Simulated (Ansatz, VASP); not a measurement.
**Ta4O in VASP and in Ansatz**

INCAR

```
ALGO = Normal
EDIFF = 1E-6
ENCUT = 600
GGA = PS
GGA_COMPAT = False
ISIF = 2
ISMEAR = -1
LASPH = True
LCHARG = False
LDAU = True
LDAUJ = 0 0
LDAUL = 2 -1
LDAUPRINT = 1
LDAUTYPE = 2
LDAUU = 1 0
LMAXMIX = 4
LREAL = False
LWAVE = False
NBANDS = 37
NELM = 200
PREC = Accurate
SIGMA = 0.05
```

The input KPOINTS:

```
k-points
0
Gamma
  8 8 4
```

Contents of POSCAR:

```
Ta4O
1.0
    3.2574970000      0.0000000000      0.0000000000
    0.0000000000      3.2574970000      0.0000000000
    0.0000000000      0.0000000000      7.4093410000
Ta O
4 1
Direct
    0.0000000000      0.0000000000      0.0000000000
    0.5000000000      0.5000000000      0.2168420000
    0.5000000000      0.5000000000      0.7831580000
    0.0000000000      0.0000000000      0.5000000000
    0.5000000000      0.5000000000      0.5000000000
```

The input input.yaml:

```yaml
crystal:
  lattice:
    - [3.257497, 0.0, 0.0]
    - [0.0, 3.257497, 0.0]
    - [0.0, 0.0, 7.409341]
  atoms:
    - { symbol: Ta, position: [0.0, 0.0, 0.0] }
    - { symbol: Ta, position: [0.5, 0.5, 0.216842] }
    - { symbol: Ta, position: [0.5, 0.5, 0.783158] }
    - { symbol: Ta, position: [0.0, 0.0, 0.5] }
    - { symbol: O, position: [0.5, 0.5, 0.5] }
hamiltonian:
  xc: pbesol
  pseudopotentials: { kind: paw }
  hubbard: { sites: [{ species: Ta, l: d, u_eff: 1.0 }] }
kpoints:
  mp_grid: { grid: [8, 8, 4] }
  band_path:
    path:
      - [[0.0, 0.0, 0.0], [0.0, 0.5, 0.0], [0.5, 0.5, 0.0], [0.0, 0.0, 0.0], [0.0, 0.0, 0.5], [0.0, 0.5, 0.5], [0.5, 0.5, 0.5], [0.0, 0.0, 0.5]]
      - [[0.0, 0.5, 0.0], [0.0, 0.5, 0.5]]
      - [[0.5, 0.5, 0.0], [0.5, 0.5, 0.5]]
    npoints: 14
scf:
  occupations: { method: fermi_dirac, width: 0.05 }
  n_extra_bands: 12
output:
  forces: true
  stress: true
  eigenvalues: true
  fatbands: false
```

Alike in both runs: functional PBEsol; k mesh 8 × 8 × 4; occupations fermi-dirac, width 0.05 eV; no spin polarisation; Hubbard terms Ta d U = 1.0 eV.

|  | VASP | Ansatz |
| --- | --- | --- |
| version | VASP 6.6.1 | Ansatz 0.2.0 |
| potentials or method | VASP PAW PBE potentials, release 64 (Ta_sv_GW, O) | Ansatz PAW |
| plane-wave cutoff (eV) | 600 | 420 |
| valence electrons in the cell | 58 | 58 |
| task | single point | band structure |

```tsv
	VASP	Ansatz	Ansatz less VASP
gap on the k mesh at the Fermi level (eV)	none	none	-
pressure (GPa)	-5.4	-7.3	-1.90
traceless stress, the component that is largest in VASP (GPa)	-0.62	-0.97	-0.357
rms of the force components (eV/Å)	0.038	0.048	+0.0096
```

VASP's potentials were made for PBE, not for PBEsol. The programs project onto different local orbitals, so the same U acts differently, and such runs can settle in different states. Atom by atom the forces differ by 0.010 eV/Å (rms over components). A gap of «none» marks a metal or a gap that the smearing closes.

Neither program's run includes spin-orbit coupling.
